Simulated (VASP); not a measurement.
# In (I4/mmm) in VASP: notebook, part 2 of 3

VASP 6.6.1. The steps go on from the part before.

## (3) Electric field gradients, PBE (volume scaled by 0.96)

The input, INCAR:

```
SYSTEM = In
PREC     = Accurate       ! precision mode
ENCUT    = 520            ! plane-wave cutoff, eV
EDIFF    = 1E-8           ! SCF threshold, eV
ISMEAR   = -1             ! smearing method
SIGMA    = 0.05           ! smearing width, eV
LREAL    = .False.        ! projectors in reciprocal space
LASPH    = .True.         ! aspherical terms in the spheres
NELM     = 80             ! most SCF steps
ALGO     = Normal         ! electronic algorithm
ISIF     = 2              ! what is computed and relaxed
LWAVE    = .False.        ! write WAVECAR
LCHARG   = .False.        ! write CHGCAR
GGA      = PE             ! functional
LEFG     = .True.       
NBANDS   = 12             ! bands
```

The input, KPOINTS:

```
regular mesh
0
Gamma
  14 14 14
  0 0 0
```

The input, POSCAR:

```
In
1.0
   -1.6041723059      1.6041723059      2.4405141445
    1.6041723059     -1.6041723059      2.4405141445
    1.6041723059      1.6041723059     -2.4405141445
In
1
Direct
    0.0000000000      0.0000000000      0.0000000000
```

Potentials or basis: VASP PAW PBE potentials, release 64 (In_d).

The run is started by

```bash
$ cat potpaw_PBE.64/In_d/POTCAR > POTCAR
$ mpirun -np 1 vasp_std > vasp.out
```

OUTCAR:

```text
SYSTEM = In
   PREC = Accurate
   ENCUT = 520
   EDIFF = 1E-8
   ISMEAR = -1
   LREAL = .False.
   LASPH = .True.
   NELM = 80
   ISIF = 2
   GGA = PE

 ion  position               nearest neighbor table
   1  0.000  0.000  0.000-

  LATTYP: Found a body centered tetragonal cell.
 ALAT       =     3.2083446118
 C/A-ratio  =     1.5213541186

  Lattice vectors:

 A1 = (  -1.6041723059,   1.6041723059,   2.4405141445)
 A2 = (   1.6041723059,  -1.6041723059,   2.4405141445)
 A3 = (   1.6041723059,   1.6041723059,  -2.4405141445)

Analysis of symmetry for initial positions (statically):
=====================================================================
 Subroutine PRICEL returns:
 Original cell was already a primitive cell.

 Routine SETGRP: Setting up the symmetry group for a
 body centered tetragonal supercell.

 Subroutine GETGRP returns: Found 16 space group operations
 (whereof 16 operations were pure point group operations)
 out of a pool of 16 trial point group operations.

The static configuration has the point symmetry D_4h.

Analysis of symmetry for dynamics (positions and initial velocities):
=====================================================================
 Subroutine PRICEL returns:
 Original cell was already a primitive cell.

 Routine SETGRP: Setting up the symmetry group for a
 body centered tetragonal supercell.

 Subroutine GETGRP returns: Found 16 space group operations
 (whereof 16 operations were pure point group operations)
 out of a pool of 16 trial point group operations.

The dynamic configuration has the point symmetry D_4h.

 Subroutine INISYM returns: Found 16 space group operations
 (whereof 16 operations are pure point group operations),
 and found     1 'primitive' translations

----------------------------------------------------------------------------------------

                                     Primitive cell

  volume of cell :      25.1214

  direct lattice vectors                    reciprocal lattice vectors
    -1.604172306  1.604172306  2.440514144     0.000000000  0.311687216  0.204874863
     1.604172306 -1.604172306  2.440514144     0.311687216  0.000000000  0.204874863
     1.604172306  1.604172306 -2.440514144     0.311687216  0.311687216  0.000000000

  length of vectors
     3.332093466  3.332093466  3.332093466     0.372991461  0.372991461  0.440792288

  position of ions in fractional coordinates (direct lattice)
     0.000000000  0.000000000  0.000000000

  ion indices of the primitive-cell ions
   primitive index   ion index
                 1           1

----------------------------------------------------------------------------------------

 KPOINTS: regular mesh

Automatic generation of k-mesh.
 Grid dimensions read from file:
 generate k-points for:   14   14   14

 Generating k-lattice:

  Cartesian coordinates                     Fractional coordinates (reciprocal lattice)
     0.000000000  0.022263373  0.014633919     0.071428571  0.000000000  0.000000000
     0.022263373  0.000000000  0.014633919     0.000000000  0.071428571  0.000000000
     0.022263373  0.022263373  0.000000000     0.000000000  0.000000000  0.071428571

[... 66 lines left out ...]
   PSTRESS=    0.0 pullay stress
   NELECT =      13.0000    total number of electrons
   NUPDOWN=      -1.0000    fix difference up-down
   EMIN   =  10.00;   EMAX   =-10.00  energy-range for DOS
   EFERMI =   0.00;   METHOD = LEGACY
   ISMEAR =    -1;   SIGMA  =   0.05  broadening in eV -4-tet -1-fermi 0-gaus
   EFERMI_NEDOS =   21; number of points for ismear=-14 and -15
   IALGO  =     38    algorithm
   IMIX   =      4    mixing-type and parameters
     AMIX     =   0.40;   BMIX     =  1.00
     AMIX_MAG =   1.60;   BMIX_MAG =  1.00
  volume/ion in A,a.u.               =      25.12       169.53
  Fermi-wavevector in a.u.,A,eV,Ry     =   1.314341  2.483745 23.503971  1.727493
  Thomas-Fermi vector in A             =   2.444601
   LORBIT       =      0    0 simple, 1 ext, 2 COOP (PROOUT), +10 PAW based schemes
   GGA     = PE    functional components
   LHFCALC =     F    Hartree Fock is set to
   AEXX    =    0.0000 exact exchange contribution
   IVDW    =     0    specifies the selected vdW correction
   LEPSILON=     F    determine dielectric tensor
   LRPA    =     F    only Hartree local field effects (RPA)
 non-spin polarized calculation
  energy-cutoff  :      520.00
  volume of cell :       25.12
 maximum number of plane-waves:       688
 NGX is ok and might be reduce to    28
   NGX = 13   NGY = 13   NGZ = 13

 number of electron      12.9999999 magnetization

 Free energy of the ion-electron system (eV)
  ---------------------------------------------------
  ext. energy  EPLUGINS =         0.00000000
  ---------------------------------------------------
  free energy    TOTEN  =        -2.53635575 eV

  energy without entropy =       -2.53316195  energy(sigma->0) =       -2.53475885

 E-fermi :   8.0454     XC(G=0): -10.4476

 val. band max:        8.0419714984   @ k =   0.2857   0.2143   0.0714
 cond. band min:       8.1022566449   @ k =  -0.2857   0.4286   0.0714
 fundamental gap:      0.0602851464
 Fermi energy:         8.0453592654

 k-point     1 :       0.0000    0.0000    0.0000
  band No.  band energies     occupation
      1      -6.7660      2.00000
      2      -6.6511      2.00000
      3      -6.6511      2.00000
      4      -6.5595      2.00000
      5      -6.4437      2.00000
      6      -1.8369      2.00000
      7      18.9047      0.00000
      8      18.9047      0.00000
      9      19.0936      0.00000
     10      19.6531      0.00000
     11      22.3083      0.00000
     12      22.4168      0.00000
[... 331 lines left out ...]
 k-point    24 :       0.2857    0.1429    0.0000
  band No.  band energies     occupation
      1      -6.7058      2.00000
      2      -6.6720      2.00000
      3      -6.5988      2.00000
      4      -6.4586      2.00000
      5      -6.4014      2.00000
      6       1.1044      2.00000
      7       9.1385      0.00000
      8      13.4418      0.00000
      9      16.4113      0.00000
     10      19.1492      0.00000
     11      21.0924      0.00000
     12      22.6485      0.00000

 [... further k-points ...]
[... 5 lines left out ...]
  --------------------------------------------------------------------------------------
  -------------------------------------------------------------------------------------
  Total        0.6023191      0.6023191      0.6593083      0.0000000     -0.0000000      0.0000000
  in kB       38.4143813     38.4143813     42.0490121      0.0000000     -0.0000000      0.0000000
  external PRESSURE =      39.6259249 kB  Pullay stress =       0.0000000 kB

 VOLUME and BASIS-vectors are now :
 -----------------------------------------------------------------------------
  energy-cutoff  :      520.00
  volume of cell :       25.12
      direct lattice vectors                 reciprocal lattice vectors
    -1.604172306  1.604172306  2.440514144     0.000000000  0.311687216  0.204874863
     1.604172306 -1.604172306  2.440514144     0.311687216  0.000000000  0.204874863
     1.604172306  1.604172306 -2.440514144     0.311687216  0.311687216  0.000000000

 POSITION                                       TOTAL-FORCE (eV/Angst)
 -----------------------------------------------------------------------------------
      0.00000      0.00000      0.00000        -0.000000     -0.000000      0.000000
 -----------------------------------------------------------------------------------
    total drift:                               -0.000000     -0.000000     -0.000000

  FREE ENERGIE OF THE ION-ELECTRON SYSTEM (eV)
  ---------------------------------------------------
  free  energy   TOTEN  =        -2.5363557516 eV

  energy  without entropy=       -2.5331619468  energy(sigma->0) =       -2.53475885

 Electric field gradients (V/A^2)
---------------------------------------------------------------------
 ion       V_xx      V_yy      V_zz      V_xy      V_xz      V_yz
---------------------------------------------------------------------
   1     -11.159   -11.159    22.319    -0.001    -0.000    -0.000
---------------------------------------------------------------------

 Electric field gradients after diagonalization (V/A^2)
 (convention: |V_zz| > |V_xx| > |V_yy|)
----------------------------------------------------------------------
 ion       V_xx      V_yy      V_zz     asymmetry (V_yy - V_xx)/ V_zz
----------------------------------------------------------------------
   1     -11.161   -11.158    22.319       0.000
----------------------------------------------------------------------

           NMR quadrupolar parameters

 Cq : quadrupolar parameter    Cq=e*Q*V_zz/h
 eta: asymmetry parameters     (V_yy - V_xx)/ V_zz
 Q  : nuclear electric quadrupole moment in mb (millibarn)
----------------------------------------------------------------------
 ion       Cq(MHz)       eta       Q (mb)
----------------------------------------------------------------------
   1       0.054       0.000       1.000
----------------------------------------------------------------------
```

Run time: 67 s. Hardware: 1 thread of Intel Xeon 6975P-C, shared host; peak memory 0.21 GiB.

Results:

| Item | Value |
| --- | --- |
| Free energy | -2.5364 eV |
| Pressure | 4.0 GPa |

Levels at points of the mesh, in eV from the Fermi level:
```
           k point  band 3  band 4  band 5  band 6  band 7  band 8  band 9  band 10
(0.00, 0.00, 0.00)  -14.70  -14.60  -14.49   -9.88   10.86   10.86   11.05    11.61
(0.50, 0.00, 0.00)  -14.68  -14.39  -14.35   -4.37   -3.60    7.73    9.42    11.15
(0.50, 0.50, 0.00)  -14.39  -14.37  -14.27   -2.13   -1.60    3.56    3.98     7.19
(0.50, 0.50, 0.50)  -14.37  -14.34  -14.34   -2.93   -2.87    4.79    4.79     8.31
```

Electric field gradients, principal values (V/Å²):
| atom | least | middle | greatest (by size) |
| --- | --- | --- | --- |
| 1 In | -11.158 | -11.161 | 22.319 |

Caveat: without QUAD_EFG the Cq values of the log hold for a quadrupole moment of 1 mb, not for the nuclei; spin-orbit coupling is left out, which moves the levels of the heavy elements.

## (4) Electric field gradients, PBE (volume scaled by 0.98)

The input, INCAR:

```
PREC = Accurate
ENCUT = 520
EDIFF = 1E-8
ISMEAR = -1
SIGMA = 0.05
LREAL = F
LASPH = T
NELM = 60
ALGO = Normal
ISIF = 2
LWAVE = F
LCHARG = F
GGA = PE
LEFG = T
NBANDS = 12
```

The input, KPOINTS:

```
regular mesh
0
Gamma
  14 14 14
```

The input, POSCAR:

```
In
1.0
   -1.6152359128      1.6152359128      2.4573458084
    1.6152359128     -1.6152359128      2.4573458084
    1.6152359128      1.6152359128     -2.4573458084
In
1
Direct
    0.0000000000      0.0000000000      0.0000000000
```

Potentials or basis: VASP PAW PBE potentials, release 64 (In_d).

The run is started by

```bash
$ cat potpaw_PBE.64/In_d/POTCAR > POTCAR
$ mpirun -np 1 vasp_std > vasp.out
```

OUTCAR:

```text
PREC = Accurate
   ENCUT = 520
   EDIFF = 1E-8
   ISMEAR = -1
   LREAL = F
   LASPH = T
   NELM = 60
   ISIF = 2
   GGA = PE

 ion  position               nearest neighbor table
   1  0.000  0.000  0.000-

  LATTYP: Found a body centered tetragonal cell.
 ALAT       =     3.2304718256
 C/A-ratio  =     1.5213541186

  Lattice vectors:

 A1 = (  -1.6152359128,   1.6152359128,   2.4573458084)
 A2 = (   1.6152359128,  -1.6152359128,   2.4573458084)
 A3 = (   1.6152359128,   1.6152359128,  -2.4573458084)

[... 564 lines left out ...]
    total drift:                               -0.000000     -0.000000     -0.000000

  FREE ENERGIE OF THE ION-ELECTRON SYSTEM (eV)
  ---------------------------------------------------
  free  energy   TOTEN  =        -2.5477065283 eV

  energy  without entropy=       -2.5444039116  energy(sigma->0) =       -2.54605522

 Electric field gradients (V/A^2)
---------------------------------------------------------------------
 ion       V_xx      V_yy      V_zz      V_xy      V_xz      V_yz
---------------------------------------------------------------------
   1     -10.949   -10.949    21.898    -0.001     0.000     0.000
---------------------------------------------------------------------

 Electric field gradients after diagonalization (V/A^2)
 (convention: |V_zz| > |V_xx| > |V_yy|)
----------------------------------------------------------------------
 ion       V_xx      V_yy      V_zz     asymmetry (V_yy - V_xx)/ V_zz
----------------------------------------------------------------------
   1     -10.950   -10.948    21.898       0.000
----------------------------------------------------------------------

           NMR quadrupolar parameters

 Cq : quadrupolar parameter    Cq=e*Q*V_zz/h
 eta: asymmetry parameters     (V_yy - V_xx)/ V_zz
 Q  : nuclear electric quadrupole moment in mb (millibarn)
----------------------------------------------------------------------
 ion       Cq(MHz)       eta       Q (mb)
----------------------------------------------------------------------
   1       0.053       0.000       1.000
----------------------------------------------------------------------
```

Run time: 59 s. Hardware: 1 thread of Intel Xeon 6975P-C, shared host; peak memory 0.21 GiB.

Results:

```yaml
Free_energy: -2.5477 eV
Pressure: 2.9 GPa
```

Levels at points of the mesh, in eV from the Fermi level:
| k point | band 2 | band 3 | band 4 | band 5 | band 6 | band 7 | band 8 | band 9 | band 10 | band 11 |
| --- | --- | --- | --- | --- | --- | --- | --- | --- | --- | --- |
| (0.00, 0.00, 0.00) | -14.67 | -14.67 | -14.58 | -14.47 | -9.73 | 10.68 | 10.68 | 10.86 | 11.57 | 14.08 |
| (0.50, 0.00, 0.00) | -14.74 | -14.65 | -14.38 | -14.34 | -4.36 | -3.51 | 7.61 | 9.26 | 11.11 | 11.53 |
| (0.50, 0.50, 0.00) | -14.85 | -14.38 | -14.36 | -14.27 | -2.06 | -1.65 | 3.52 | 3.95 | 7.08 | 7.36 |
| (0.50, 0.50, 0.50) | -14.84 | -14.37 | -14.33 | -14.33 | -2.95 | -2.79 | 4.74 | 4.74 | 8.22 | 8.27 |

Electric field gradients, principal values (V/Å²):
| atom | least | middle | greatest (by size) |
| --- | --- | --- | --- |
| 1 In | -10.948 | -10.950 | 21.898 |

Caveat: without QUAD_EFG the Cq values of the log hold for a quadrupole moment of 1 mb, not for the nuclei; spin-orbit coupling is left out, which moves the levels of the heavy elements.

(Part 2 of 3 ends here.)
